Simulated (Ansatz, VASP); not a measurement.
# Two plane-wave programs on Sb6Se

The input INCAR:

```
SYSTEM = Sb6Se
ALGO     = Normal         ! electronic algorithm
EDIFF    = 1E-7           ! SCF threshold, eV
ENCUT    = 520            ! plane-wave cutoff, eV
GGA      = PE             ! functional
ISIF     = 2              ! what is computed and relaxed
ISMEAR   = -1             ! smearing method
LASPH    = .True.         ! aspherical terms in the spheres
LCHARG   = .False.        ! write CHGCAR
LREAL    = .False.        ! projectors in reciprocal space
LWAVE    = .False.        ! write WAVECAR
NBANDS   = 27             ! bands
NELM     = 80             ! most SCF steps
PREC     = Accurate       ! precision mode
SIGMA    = 0.05           ! smearing width, eV
```

File KPOINTS:

```
k-points
0
Gamma
  4 4 4
  0 0 0
```

The input POSCAR:

```
Sb6Se
1.0
    7.4132390276      0.0000000000      0.0000000000
    0.0000000000      7.4132390276      0.0000000000
    0.0000000000      0.0000000000      7.4132390276
Sb Se
6 1
Direct
    0.2111600000      0.5000000000      0.5000000000
    0.5000000000      0.2111600000      0.5000000000
    0.7888400000      0.5000000000      0.5000000000
    0.5000000000      0.7888400000      0.5000000000
    0.5000000000      0.5000000000      0.2111600000
    0.5000000000      0.5000000000      0.7888400000
    0.0000000000      0.0000000000      0.0000000000
```

Contents of input.yaml:

```yaml
crystal:
  lattice:
    - [7.4132390276, 0.0, 0.0]
    - [0.0, 7.4132390276, 0.0]
    - [0.0, 0.0, 7.4132390276]
  atoms:
    - { symbol: Sb, position: [0.21116, 0.5, 0.5] }
    - { symbol: Sb, position: [0.5, 0.21116, 0.5] }
    - { symbol: Sb, position: [0.78884, 0.5, 0.5] }
    - { symbol: Sb, position: [0.5, 0.78884, 0.5] }
    - { symbol: Sb, position: [0.5, 0.5, 0.21116] }
    - { symbol: Sb, position: [0.5, 0.5, 0.78884] }
    - { symbol: Se, position: [0.0, 0.0, 0.0] }
hamiltonian:
  xc: pbe
  pseudopotentials: { kind: paw }
kpoints:
  mp_grid: { grid: [4, 4, 4] }
scf:
  occupations: { method: fermi_dirac, width: 0.05 }
output:
  forces: true
  stress: true
  eigenvalues: true
```

Alike in both runs: task single point; functional PBE; k mesh 4 × 4 × 4; occupations fermi-dirac, width 0.05 eV; no spin polarisation.

```csv
,VASP,Ansatz
version,VASP 6.6.1,Ansatz 0.2.0
potentials or method,"VASP PAW PBE potentials, release 64 (Sb, Se)",Ansatz PAW
plane-wave cutoff (eV),520,420
valence electrons in the cell,36,106
```

Ansatz gave:

```
gap on the k mesh at the Fermi level (eV) : none
pressure (GPa)                            : 0.5
rms of the force components (eV/Å)        : 0.082
```

Problem. What did VASP give for the same quantities?

Solution. gap on the k mesh at the Fermi level (eV): none; pressure (GPa): 0.5; rms of the force components (eV/Å): 0.106.

Atom by atom the forces differ by 0.024 eV/Å (rms over components). A gap of «none» marks a metal or a gap that the smearing closes. VASP's potentials hold 36 valence electrons a cell and Ansatz's 106, so a difference there can come from the potentials and not from the codes.

Spin-orbit coupling is off throughout.
